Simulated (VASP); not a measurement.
A run of VASP 6.6.1 is set up as follows.

The input INCAR:

```
PREC = Accurate
ENCUT = 700
EDIFF = 1E-6
ISMEAR = 0
SIGMA = 0.15
LREAL = False
LASPH = True
NELM = 120
ALGO = Normal
ISIF = 2
LWAVE = False
LCHARG = False
GGA = PS
NBANDS = 16
GGA_COMPAT = False
```

KPOINTS

```
Automatic mesh
0
Gamma
  20 20 20
```

The input POSCAR:

```
TaN
1.0
   -0.0876494072      2.1445086720      2.1445086720
    2.1445086720     -0.0876494072      2.1445086720
    2.1445086720      2.1445086720     -0.0876494072
Ta N
1 1
Direct
    0.5000000000      0.5000000000      0.5000000000
    0.0000000000      0.0000000000      0.0000000000
```

Potentials or basis: VASP PAW PBE potentials, release 64 (Ta_sv_GW, N).

Run with:

```sh
$ cat potpaw_PBE.64/Ta_sv_GW/POTCAR potpaw_PBE.64/N/POTCAR > POTCAR
$ mpirun -np 1 vasp_std > vasp.out
```

**Question.** What does it give for the band gap on the k mesh?

**Answer.** Zero (bands 9 and 10 overlap by 4.83 eV).

**Question.** Estimate the pressure.

**Answer.** 0.4 GPa.

Stress tensor (GPa, compression positive):
```
0.39 3.08 3.08
3.08 0.39 3.08
3.08 3.08 0.39
```

Caveat: the PAW data sets were made with another functional, which shifts forces and pressure a little; spin-orbit coupling is left out, which moves the levels of the heavy elements.
